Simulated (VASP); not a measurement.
Crystal: TiGe4Mo.

```xyz
6
Lattice="0.0000 4.4914 4.6325 2.6288 0.0000 4.6325 2.6288 4.4914 0.0000" Properties=species:S:1:pos:R:3 pbc="T T T"
Ti    0.0000    0.0000    0.0000
Ge    2.6288    4.4914    6.1798
Ge    2.6288    4.4914    3.0853
Ge    3.9432    6.7371    5.4015
Ge    3.9432    6.7371    8.4961
Mo    1.3144    2.2457    2.3163
```

- Program: VASP 6.6.1
- Task: relaxation of cell and atoms
- Functional: PBE
- Potentials or basis: VASP PAW PBE potentials, release 64 (Ti_sv, Ge_d, Mo_sv)
- Cutoff: 600 eV
- k mesh: 4 × 4 × 4
- Occupations: gaussian, width 0.1 eV
- Spin: no spin polarisation

At the start: pressure -12.5 GPa; volume 18.23 Å³/atom.

Q: Where does the relaxation end?

A: Over 15 steps the energy falls by 110.3 meV/atom and the volume is 15.83 Å³/atom (-13.2 %); space group F222 (No. 22, to 0.05 Å).

The path:
```tsv
step	energy change (eV)	largest force (eV/Å)	pressure (GPa)	volume (Å³)
1	0.0000	0.1332	-12.54	109.39
2	-0.2219	0.4451	14.41	88.32
3	-0.5711	0.3110	-0.34	96.65
4	-0.5711	0.3145	-0.02	96.41
5	-0.6355	0.2622	0.35	95.14
6	-0.6484	0.2006	0.98	94.10
7	-0.6486	0.2062	0.91	94.19
8	-0.6527	0.1228	-0.89	95.40
9	-0.6533	0.1445	-0.45	95.08
10	-0.6571	0.0777	-0.22	94.94
11	-0.6586	0.0400	0.03	94.80
12	-0.6606	0.0510	0.07	94.78
13	-0.6611	0.0651	0.15	94.75
14	-0.6612	0.0613	0.12	94.76
15	-0.6615	0.0222	-0.25	94.99
```

Final structure:
```cif
data_structure
_symmetry_space_group_name_H-M 'P 1'
_symmetry_Int_Tables_number 1
_cell_length_a 6.2048
_cell_length_b 5.0045
_cell_length_c 5.0627
_cell_angle_alpha 76.096
_cell_angle_beta 51.529
_cell_angle_gamma 52.375
_cell_volume 94.99
loop_
_atom_site_label
_atom_site_type_symbol
_atom_site_fract_x
_atom_site_fract_y
_atom_site_fract_z
_atom_site_occupancy
Ti1 Ti 0.00000 0.00000 0.00000 1
Ge1 Ge 0.65887 0.65887 0.34113 1
Ge2 Ge 0.34113 0.34113 0.65887 1
Ge3 Ge 0.58626 0.58626 0.91374 1
Ge4 Ge 0.91374 0.91374 0.58626 1
Mo1 Mo 0.25000 0.25000 0.25000 1
```

Caveat: the k points lie up to 0.41 Å⁻¹ apart in the final cell.
